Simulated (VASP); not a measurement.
Here is a VASP 6.6.1 calculation.

The input INCAR:

```
PREC     = Accurate       # precision mode
ENCUT    = 520            # plane-wave cutoff, eV
EDIFF    = 1E-6           # SCF threshold, eV
ISMEAR   = -1             # smearing method
SIGMA    = 0.05           # smearing width, eV
LREAL    = False          # projectors in reciprocal space
LASPH    = True           # aspherical terms in the spheres
NELM     = 80             # most SCF steps
ALGO     = Normal         # electronic algorithm
ISIF     = 2              # what is computed and relaxed
LWAVE    = False          # write WAVECAR
LCHARG   = True           # write CHGCAR
LELF     = True           # ELF
LVHAR    = True         
NBANDS   = 16             # bands
```

KPOINTS

```
regular mesh
0
Gamma
  8 8 8
```

POSCAR

```
InAs
1.0
    0.0000000000      3.0379873375      3.0379873375
    3.0379873375      0.0000000000      3.0379873375
    3.0379873375      3.0379873375      0.0000000000
In As
1 1
Direct
    0.0000000000      0.0000000000      0.0000000000
    0.7500000000      0.7500000000      0.7500000000
```

Potentials or basis: VASP PAW LDA potentials, release 64 (In_d, As).

The run is started by

```bash
$ cat potpaw_LDA.64/In_d/POTCAR potpaw_LDA.64/As/POTCAR > POTCAR
$ mpirun -np 1 vasp_std > vasp.out
```

(1) Estimate the band gap on the k mesh.

(2) Predict the pressure.

Answers

(1) zero (filled and empty bands touch).

(2) -1.3 GPa.

Caveat: spin-orbit coupling is left out, which moves the levels of the heavy elements.
